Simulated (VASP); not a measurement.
A run of VASP 6.6.1 is set up as follows.

Contents of INCAR:

```
SYSTEM = Ge3S
  ALGO = Normal
  EDIFF = 1E-6
  EDIFFG = -0.01
  ENCUT = 600
  GGA = PE
  IBRION = 2
  ISIF = 3
  ISMEAR = 0
  LASPH = .True.
  LCHARG = .False.
  LREAL = .False.
  LWAVE = .False.
  NELM = 80
  NSW = 100
  PREC = Accurate
  SIGMA = 0.1
```

KPOINTS

```
k-points
0
Gamma
  12 12 12
  0 0 0
```

Contents of POSCAR:

```
Ge3S
1.0
    0.0000000000      3.3289876200      3.3289876200
    3.3289876200      0.0000000000      3.3289876200
    3.3289876200      3.3289876200      0.0000000000
Ge S
3 1
Direct
    0.7500000000      0.7500000000      0.7500000000
    0.2500000000      0.2500000000      0.2500000000
    0.5000000000      0.5000000000      0.5000000000
    0.0000000000      0.0000000000      0.0000000000
```

Potentials or basis: VASP PAW PBE potentials, release 64 (Ge_d, S).

Run with:

```sh
$ cat potpaw_PBE.64/Ge_d/POTCAR potpaw_PBE.64/S/POTCAR > POTCAR
$ mpirun -np 1 vasp_std > vasp.out
```

(1) What does it give for the space group after relaxing (to 0.1 Å)?

(2) What does it give for the relaxed cell?

(3) What does it give for the relaxed volume?

Answers

(1) Fm-3m (No. 225).

(2) a = 4.721 Å, b = 4.721 Å, c = 4.721 Å, α = 60.00°, β = 60.00°, γ = 60.00°.

(3) 18.60 Å³/atom.

Caveat: the highest band is partly filled, so the run has too few bands.
